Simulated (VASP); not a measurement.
# Li7S (Fm-3m) in VASP: a series of runs, part 2 of 2

VASP 6.6.1. The steps go on from the part before.

## (3) Relaxation of cell and atoms, PBE

This run uses another cell than the first one, of 17.05 Å³/atom.

INCAR reads:

```
SYSTEM = Li7S
PREC     = Accurate       ! precision mode
ENCUT    = 600            ! plane-wave cutoff, eV
EDIFF    = 1E-6           ! SCF threshold, eV
ISMEAR   = 0              ! smearing method
SIGMA    = 0.1            ! smearing width, eV
LREAL    = .False.        ! projectors in reciprocal space
LASPH    = .True.         ! aspherical terms in the spheres
NELM     = 100            ! most SCF steps
ALGO     = Fast           ! electronic algorithm
ISIF     = 3              ! what is computed and relaxed
LWAVE    = .False.        ! write WAVECAR
LCHARG   = .False.        ! write CHGCAR
GGA      = PE             ! functional
IBRION   = 2              ! ionic algorithm
NSW      = 100            ! ionic steps
EDIFFG   = -0.01          ! ionic threshold
```

KPOINTS reads:

```
Automatic mesh
0
Gamma
  8 8 8
  0 0 0
```

POSCAR reads:

```
Li7S
1.0
    0.0000000000      4.0856205100      4.0856205100
    4.0856205100      0.0000000000      4.0856205100
    4.0856205100      4.0856205100      0.0000000000
Li S
7 1
Direct
    0.5000000000      0.5000000000      0.5000000000
    0.0000000000      0.0000000000      0.5000000000
    0.5000000000      0.0000000000      0.5000000000
    0.0000000000      0.5000000000      0.5000000000
    0.5000000000      0.5000000000      0.0000000000
    0.0000000000      0.5000000000      0.0000000000
    0.5000000000      0.0000000000      0.0000000000
    0.0000000000      0.0000000000      0.0000000000
```

Potentials or basis: VASP PAW PBE potentials, release 64 (Li_sv, S).

On the command line:

```
> cat potpaw_PBE.64/Li_sv/POTCAR potpaw_PBE.64/S/POTCAR > POTCAR
> mpirun -np 1 vasp_std > vasp.out
```

OUTCAR:

```text
SYSTEM = Li7S
   PREC = Accurate
   ENCUT = 600
   EDIFF = 1E-6
   ISMEAR = 0
   LREAL = .False.
   LASPH = .True.
   NELM = 100
   ISIF = 3
   GGA = PE
   IBRION = 2
   NSW = 100
   EDIFFG = -0.01

 ion  position               nearest neighbor table
   1  0.500  0.500  0.500-
   2  0.000  0.000  0.500-
   3  0.500  0.000  0.500-
   4  0.000  0.500  0.500-
   5  0.500  0.500  0.000-
   6  0.000  0.500  0.000-
   7  0.500  0.000  0.000-
   8  0.000  0.000  0.000-

  LATTYP: Found a face centered cubic cell.
 ALAT       =     8.1712410200

  Lattice vectors:

 A1 = (   0.0000000000,   4.0856205100,   4.0856205100)
 A2 = (   4.0856205100,   0.0000000000,   4.0856205100)
 A3 = (   4.0856205100,   4.0856205100,   0.0000000000)

Analysis of symmetry for initial positions (statically):
=====================================================================
 Subroutine PRICEL returns:
 Original cell was already a primitive cell.

 Routine SETGRP: Setting up the symmetry group for a
 face centered cubic supercell.

 Subroutine GETGRP returns: Found 48 space group operations
 (whereof 48 operations were pure point group operations)
 out of a pool of 48 trial point group operations.

The static configuration has the point symmetry O_h .

Analysis of symmetry for dynamics (positions and initial velocities):
=====================================================================
 Subroutine PRICEL returns:
 Original cell was already a primitive cell.

 Routine SETGRP: Setting up the symmetry group for a
 face centered cubic supercell.

 Subroutine GETGRP returns: Found 48 space group operations
 (whereof 48 operations were pure point group operations)
 out of a pool of 48 trial point group operations.

The dynamic configuration has the point symmetry O_h .

 Subroutine INISYM returns: Found 48 space group operations
 (whereof 48 operations are pure point group operations),
 and found     1 'primitive' translations

----------------------------------------------------------------------------------------

                                     Primitive cell

  volume of cell :     136.3968

  direct lattice vectors                    reciprocal lattice vectors
     0.000000000  4.085620510  4.085620510    -0.122380431  0.122380431  0.122380431
     4.085620510  0.000000000  4.085620510     0.122380431 -0.122380431  0.122380431
     4.085620510  4.085620510  0.000000000     0.122380431  0.122380431 -0.122380431

  length of vectors
     5.777939936  5.777939936  5.777939936     0.211969125  0.211969125  0.211969125

  position of ions in fractional coordinates (direct lattice)
     0.500000000  0.500000000  0.500000000
     0.000000000  0.000000000  0.500000000
     0.500000000  0.000000000  0.500000000
     0.000000000  0.500000000  0.500000000
     0.500000000  0.500000000  0.000000000
     0.000000000  0.500000000  0.000000000
     0.500000000  0.000000000  0.000000000
     0.000000000  0.000000000  0.000000000

  ion indices of the primitive-cell ions
   primitive index   ion index
[... 41 lines left out ...]
  0.500000  0.000000  0.000000      4.000000
  0.125000  0.125000  0.000000      6.000000
[... 16 lines left out ...]
  0.500000  0.250000  0.125000     48.000000
 -0.375000  0.250000  0.125000     24.000000
 [... further k-points ...]
   k-points           NKPTS =     29   k-points in BZ     NKDIM =     29   number of bands    NBANDS=     18
   number of dos      NEDOS =    301   number of ions     NIONS =      8
   total plane-waves  NPLWV = 110592
   dimension x,y,z NGX =    48 NGY =   48 NGZ =   48
   dimension x,y,z NGXF=    96 NGYF=   96 NGZF=   96
   ions per type =               7   1
   NGX,Y,Z   is equivalent  to a cutoff of  13.81, 13.81, 13.81 a.u.
   NGXF,Y,Z  is equivalent  to a cutoff of  27.62, 27.62, 27.62 a.u.
 SYSTEM =  Li7S
   PREC   = accura    normal or accurate (medium, high low for compatibility)
   ISTART =      0    job   : 0-new  1-cont  2-samecut
   ICHARG =      2    charge: 1-file 2-atom 10-const
   ISPIN  =      1    spin polarized calculation?
   LNONCOLLINEAR =      F non collinear calculations
   LSORBIT =      F    spin-orbit coupling
   LASPH  =      T    aspherical Exc in radial PAW
   ENCUT  =  600.0 eV  44.10 Ry    6.64 a.u.  11.54 11.54 11.54*2*pi/ulx,y,z
   NELM   =    100;   NELMIN=  2; NELMDL= -5     # of ELM steps
   EDIFF  = 0.1E-05   stopping-criterion for ELM
   LREAL  =      F    real-space projection
   EDIFFG = -.1E-01   stopping-criterion for IOM
   NSW    =    100    number of steps for IOM
   IBRION =      2    ionic relax: 0-MD 1-quasi-New 2-CG
   NFREE  =      1    steps in history (QN), initial steepest desc. (CG)
   ISIF   =      3    stress and relaxation
   ISYM   =      2    0-nonsym 1-usesym 2-fastsym
   POTIM  = 0.5000    time-step for ionic-motion
   TEBEG  =    0.0;   TEEND  =   0.0 temperature during run
   PSTRESS=    0.0 pullay stress
   NELECT =      27.0000    total number of electrons
   NUPDOWN=      -1.0000    fix difference up-down
   EMIN   =  10.00;   EMAX   =-10.00  energy-range for DOS
   EFERMI =   0.00;   METHOD = LEGACY
   ISMEAR =     0;   SIGMA  =   0.10  broadening in eV -4-tet -1-fermi 0-gaus
   EFERMI_NEDOS =   21; number of points for ismear=-14 and -15
   IALGO  =     68    algorithm
   IMIX   =      4    mixing-type and parameters
     AMIX     =   0.40;   BMIX     =  1.00
     AMIX_MAG =   1.60;   BMIX_MAG =  1.00
  volume/ion in A,a.u.               =      17.05       115.06
  Fermi-wavevector in a.u.,A,eV,Ry     =   0.954102  1.802991 12.385524  0.910310
  Thomas-Fermi vector in A             =   2.082818
   LORBIT       =      0    0 simple, 1 ext, 2 COOP (PROOUT), +10 PAW based schemes
   GGA     = PE    functional components
   LHFCALC =     F    Hartree Fock is set to
   AEXX    =    0.0000 exact exchange contribution
   IVDW    =     0    specifies the selected vdW correction
   LEPSILON=     F    determine dielectric tensor
   LRPA    =     F    only Hartree local field effects (RPA)
 conjugate gradient relaxation of ions
 non-spin polarized calculation
 RMM-DIIS sequential band-by-band and
 Gauss-broadening in eV      SIGMA  =   0.10
  energy-cutoff  :      600.00
  volume of cell :      136.40
 maximum number of plane-waves:      4584
 NGX is ok and might be reduce to    48
   NGX = 23   NGY = 23   NGZ = 23

 number of electron      27.0000010 magnetization

 Free energy of the ion-electron system (eV)
  ---------------------------------------------------
  ext. energy  EPLUGINS =         0.00000000
  ---------------------------------------------------
  free energy    TOTEN  =       -19.27470612 eV

  energy without entropy =      -19.25225851  energy(sigma->0) =      -19.26348231

 E-fermi :   1.8588     XC(G=0):  -7.8379

 val. band max:        1.8575689176   @ k =   0.5000   0.2500   0.0000
 cond. band min:       1.8591082014   @ k =  -0.3750   0.3750   0.1250
 fundamental gap:      0.0015392838
 Fermi energy:         1.8587690995

 k-point     1 :       0.0000    0.0000    0.0000
  band No.  band energies     occupation
      1     -44.6819      2.00000
      2     -44.5327      2.00000
      3     -44.5108      2.00000
      4     -44.5108      2.00000
      5     -44.5108      2.00000
      6     -44.5000      2.00000
[... 481 lines left out ...]
      5     -44.5085      2.00000
      6     -44.5035      2.00000
[... 10 lines left out ...]
     17       3.6708      0.00000
     18       5.7914      0.00000

 [... further k-points ...]

------------------------ aborting loop because EDIFF is reached ----------------------------------------

  FORCE on cell =-STRESS in cart. coord.  units (eV):
  Direction    XX          YY          ZZ          XY          YZ          ZX
  --------------------------------------------------------------------------------------
  -------------------------------------------------------------------------------------
  Total        0.0416608      0.0416608      0.0416608      0.0000000     -0.0000000      0.0000000
  in kB        0.4893667      0.4893667      0.4893667      0.0000000     -0.0000000      0.0000000
  external PRESSURE =       0.4893667 kB  Pullay stress =       0.0000000 kB

 VOLUME and BASIS-vectors are now :
 -----------------------------------------------------------------------------
  energy-cutoff  :      600.00
  volume of cell :      136.40
      direct lattice vectors                 reciprocal lattice vectors
     0.000000000  4.085620510  4.085620510    -0.122380431  0.122380431  0.122380431
     4.085620510  0.000000000  4.085620510     0.122380431 -0.122380431  0.122380431
     4.085620510  4.085620510  0.000000000     0.122380431  0.122380431 -0.122380431

 POSITION                                       TOTAL-FORCE (eV/Angst)
 -----------------------------------------------------------------------------------
      4.08562      4.08562      4.08562         0.000000      0.000000      0.000000
      2.04281      2.04281      0.00000        -0.000000      0.000000      0.000000
      2.04281      4.08562      2.04281         0.000000     -0.000000     -0.000000
      4.08562      2.04281      2.04281        -0.000000     -0.000000      0.000000
      2.04281      2.04281      4.08562        -0.000000      0.000000      0.000000
      2.04281      0.00000      2.04281        -0.000000      0.000000     -0.000000
      0.00000      2.04281      2.04281         0.000000     -0.000000     -0.000000
      0.00000      0.00000      0.00000        -0.000000      0.000000     -0.000000
 -----------------------------------------------------------------------------------
    total drift:                                0.000000      0.000000      0.000000

  FREE ENERGIE OF THE ION-ELECTRON SYSTEM (eV)
  ---------------------------------------------------
  free  energy   TOTEN  =       -19.2747061176 eV

  energy  without entropy=      -19.2522585058  energy(sigma->0) =      -19.26348231

 reached required accuracy - stopping structural energy minimisation
```

Run time: 68 s. Hardware: 1 thread of Intel Xeon 6975P-C (Granite Rapids), shared host; peak memory 0.34 GiB.

What came out:

- Free energy: -19.2747 eV
- Pressure after relaxing: 0.0 GPa
- Band gap on the k mesh: zero (an odd number of electrons rules out a gap without spin polarisation)

Final structure:
```cif
data_structure
_symmetry_space_group_name_H-M 'P 1'
_symmetry_Int_Tables_number 1
_cell_length_a 5.7779
_cell_length_b 5.7779
_cell_length_c 5.7779
_cell_angle_alpha 60.000
_cell_angle_beta 60.000
_cell_angle_gamma 60.000
_cell_volume 136.40
loop_
_atom_site_label
_atom_site_type_symbol
_atom_site_fract_x
_atom_site_fract_y
_atom_site_fract_z
_atom_site_occupancy
Li1 Li 0.50000 0.50000 0.50000 1
Li2 Li 0.00000 0.00000 0.50000 1
Li3 Li 0.50000 0.00000 0.50000 1
Li4 Li 0.00000 0.50000 0.50000 1
Li5 Li 0.50000 0.50000 0.00000 1
Li6 Li 0.00000 0.50000 0.00000 1
Li7 Li 0.50000 0.00000 0.00000 1
S1 S 0.00000 0.00000 0.00000 1
```

Caveat: the cutoff is under 1.25 times the usual one of these potentials, so pressure, stress and relaxed cells hold a basis-set (Pulay) error; the relaxation stopped at its first step, so nothing moved.

## (4) Single point, PBE

This run uses another cell than the first one, of 17.05 Å³/atom.

INCAR reads:

```
SYSTEM = Li7S
  ALGO = Normal
  EDIFF = 1E-7
  ENCUT = 520
  GGA = PE
  ISIF = 2
  ISMEAR = 0
  LASPH = .True.
  LCHARG = .False.
  LREAL = .False.
  LWAVE = .False.
  NBANDS = 24
  NELM = 100
  PREC = Accurate
  SIGMA = 0.1
```

KPOINTS reads:

```
k-points
0
Gamma
  4 4 4
  0 0 0
```

POSCAR is that of step 3.

Potentials or basis: VASP PAW PBE potentials, release 64 (Li_sv, S).

On the command line:

```
> cat potpaw_PBE.64/Li_sv/POTCAR potpaw_PBE.64/S/POTCAR > POTCAR
> mpirun -np 1 vasp_std > vasp.out
```

OUTCAR:

```text
SYSTEM = Li7S
   EDIFF = 1E-7
   ENCUT = 520
   GGA = PE
   ISIF = 2
   ISMEAR = 0
   LASPH = .True.
   LREAL = .False.
   NELM = 100
   PREC = Accurate

 ion  position               nearest neighbor table
   1  0.500  0.500  0.500-
   2  0.000  0.000  0.500-
   3  0.500  0.000  0.500-
   4  0.000  0.500  0.500-
   5  0.500  0.500  0.000-
   6  0.000  0.500  0.000-
   7  0.500  0.000  0.000-
   8  0.000  0.000  0.000-
[... 408 lines left out ...]
  -------------------------------------------------------------------------------------
  Total        0.1535105      0.1535105      0.1535105     -0.0000000     -0.0000000     -0.0000000
  in kB        1.8032031      1.8032031      1.8032031     -0.0000000     -0.0000000     -0.0000000
  external PRESSURE =       1.8032031 kB  Pullay stress =       0.0000000 kB

 VOLUME and BASIS-vectors are now :
 -----------------------------------------------------------------------------
  energy-cutoff  :      520.00
  volume of cell :      136.40
      direct lattice vectors                 reciprocal lattice vectors
     0.000000000  4.085620510  4.085620510    -0.122380431  0.122380431  0.122380431
     4.085620510  0.000000000  4.085620510     0.122380431 -0.122380431  0.122380431
     4.085620510  4.085620510  0.000000000     0.122380431  0.122380431 -0.122380431

 POSITION                                       TOTAL-FORCE (eV/Angst)
 -----------------------------------------------------------------------------------
      4.08562      4.08562      4.08562         0.000000     -0.000000      0.000000
      2.04281      2.04281      0.00000         0.000000     -0.000000     -0.000000
      2.04281      4.08562      2.04281        -0.000000     -0.000000      0.000000
      4.08562      2.04281      2.04281         0.000000      0.000000     -0.000000
      2.04281      2.04281      4.08562         0.000000     -0.000000      0.000000
      2.04281      0.00000      2.04281        -0.000000      0.000000      0.000000
      0.00000      2.04281      2.04281         0.000000      0.000000      0.000000
      0.00000      0.00000      0.00000         0.000000      0.000000      0.000000
 -----------------------------------------------------------------------------------
    total drift:                                0.000000      0.000000      0.000000

  FREE ENERGIE OF THE ION-ELECTRON SYSTEM (eV)
  ---------------------------------------------------
  free  energy   TOTEN  =       -19.2698670266 eV

  energy  without entropy=      -19.2410189341  energy(sigma->0) =      -19.25544298
```

OSZICAR:

```text
N       E                     dE             d eps       ncg     rms          rms(c)
DAV:   1     0.155410673981E+03    0.15541E+03   -0.10992E+04   384   0.111E+03
DAV:   2     0.135353095205E+02   -0.14188E+03   -0.13480E+03   408   0.295E+02
DAV:   3    -0.166701534865E+02   -0.30205E+02   -0.29527E+02   744   0.684E+01
DAV:   4    -0.190986358970E+02   -0.24285E+01   -0.24177E+01   544   0.345E+01
DAV:   5    -0.193734761257E+02   -0.27484E+00   -0.27479E+00   648   0.714E+00    0.490E+00
DAV:   6    -0.192800212272E+02    0.93455E-01   -0.28237E-01   504   0.200E+00    0.298E+00
DAV:   7    -0.192696027329E+02    0.10418E-01   -0.52243E-02   640   0.768E-01    0.108E+00
DAV:   8    -0.192698349535E+02   -0.23222E-03   -0.13085E-02   568   0.410E-01    0.170E-01
DAV:   9    -0.192698205427E+02    0.14411E-04   -0.10605E-03   592   0.149E-01    0.811E-02
DAV:  10    -0.192698691058E+02   -0.48563E-04   -0.27415E-04   600   0.731E-02    0.208E-02
DAV:  11    -0.192698683342E+02    0.77158E-06   -0.38102E-05   568   0.253E-02    0.126E-02
DAV:  12    -0.192698656088E+02    0.27254E-05   -0.47864E-06   624   0.860E-03    0.625E-03
DAV:  13    -0.192698672805E+02   -0.16717E-05   -0.12525E-06   528   0.508E-03    0.440E-04
DAV:  14    -0.192698671259E+02    0.15451E-06   -0.90295E-08   432   0.142E-03    0.423E-04
DAV:  15    -0.192698670266E+02    0.99335E-07   -0.15073E-08   296   0.680E-04
   1 F= -.19269867E+02 E0= -.19255443E+02  d E =-.288481E-01
```

It took 18 s on 1 thread of Intel Xeon 6975P-C (Granite Rapids), shared host; peak memory 0.31 GiB.

Results:

```yaml
Free_energy: -19.2699 eV
Band_gap_on_the_k_mesh: zero (an odd number of electrons rules out a gap without spin polarisation)
```

Levels at points of the mesh, in eV from the Fermi level:
| k point | band 11 | band 12 | band 13 | band 14 | band 15 | band 16 |
| --- | --- | --- | --- | --- | --- | --- |
| (0.00, 0.00, 0.00) | -3.22 | -2.55 | -0.03 | 0.80 | 0.80 | 0.80 |
| (0.50, 0.00, 0.00) | -3.14 | -1.33 | -0.23 | 0.36 | 0.36 | 0.70 |
| (0.50, 0.50, 0.00) | -3.27 | -1.70 | -0.58 | 0.43 | 1.42 | 1.42 |

Caveat: the cutoff is under 1.25 times the usual one of these potentials, so pressure, stress and relaxed cells hold a basis-set (Pulay) error.

## (5) Summary

```tsv
task	cell	k mesh	cutoff (eV)	gap on the mesh (eV)
single point	a = 5.795 Å, angles 60.0°, 8 atoms	8 × 8 × 8	520	none
relaxation of cell and atoms	relaxed from a = 5.778 Å, angles 60.0°, 8 atoms	8 × 8 × 8	600	none
single point	a = 5.778 Å, angles 60.0°, 8 atoms	4 × 4 × 4	520	none
```

Alike in all rows: level PBE; potentials or basis VASP PAW PBE potentials, release 64 (Li_sv, S); no spin polarisation; smearing gaussian 0.1 eV.

Caveats: the cutoff is under 1.25 times the usual one of these potentials, so pressure, stress and relaxed cells hold a basis-set (Pulay) error; the relaxation stopped at its first step, so nothing moved (at least some runs).

Absolute energies hang on the potentials; compare differences alone.
